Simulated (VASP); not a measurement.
**NaH (CsCl type): single point with PBE**

NaH (CsCl type):

```
Na H
1.0
     2.88291    0.00000    0.00000
     0.00000    2.88291    0.00000
     0.00000    0.00000    2.88291
Na H
1 1
Direct
  0.00000 0.00000 0.00000
  0.50000 0.50000 0.50000
```

This cell differs from its parent crystal: volume scaled by 0.92.

* Program: VASP 6.6.1
* Task: single point
* Functional: PBE
* Potentials or basis: VASP PAW PBE potentials, release 64 (Na_pv, H)
* Cutoff: 520 eV
* k mesh: 12 × 12 × 12
* Occupations: fermi-dirac, width 0.08 eV
* Spin: no spin polarisation

The pressure is 2.3 GPa. The band gap on the k mesh is 1.03 eV, indirect (least direct gap 4.65 eV).

Levels at points of the mesh, in eV from the valence-band top:
```
           k point  band 1  band 2  band 3  band 4  band 5  band 6  band 7  band 8  band 9
(0.00, 0.00, 0.00)  -24.58  -24.58  -24.58   -6.28    9.28   11.26   11.26   13.03   13.03
(0.50, 0.00, 0.00)  -24.80  -24.56  -24.56   -3.62    1.03   11.52   14.66   15.02   15.02
(0.50, 0.50, 0.00)  -24.76  -24.76  -24.55   -1.88    4.40    4.40    7.18   15.33   19.29
(0.50, 0.50, 0.50)  -24.73  -24.73  -24.73    0.00    7.00    7.00    7.00    9.58    9.58
```

Wall time 9.5 s on 1 thread of Intel(R) Xeon(R) Platinum 8259CL CPU @ 2.50GHz (Skylake/Cascade Lake) (shared host), peak memory 0.14 GiB.

 A k mesh can miss the band edges.
